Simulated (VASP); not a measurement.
Ta: single point with PBEsol

The system is Ta.

```xyz
2
Lattice="0.0000 3.0023 3.0023 3.0023 0.0000 3.0023 3.0023 3.0023 0.0000" Properties=species:S:1:pos:R:3 pbc="T T T"
Ta    0.7506    0.7506    0.7506
Ta    5.2541    5.2541    5.2541
```

```
Program             : VASP 6.6.1
Task                : single point
Functional          : PBEsol
Potentials or basis : VASP PAW PBE potentials, release 64 (Ta_pv)
Cutoff              : 520 eV
k mesh              : 15 × 15 × 15
Occupations         : fermi-dirac, width 0.1 eV
Spin                : no spin polarisation
```

The pressure is 0.1 GPa and the band gap on the k mesh is zero (band 11 reaches 2.57 eV, above the bottom of band 12 at 1.76 eV).

Levels at points of the mesh, in eV from the Fermi level:
| k point | band 9 | band 10 | band 11 | band 12 | band 13 | band 14 |
| --- | --- | --- | --- | --- | --- | --- |
| (0.00, 0.00, 0.00) | -1.09 | -0.30 | -0.30 | -0.30 | 2.09 | 2.09 |

Run time: 120 s on 1 thread of Intel Xeon 8259CL, on a shared host, peak memory 0.24 GiB.

Caveat: the PAW data sets were made with another functional, which shifts forces and pressure a little; spin-orbit coupling is left out, which moves the levels of the heavy elements.
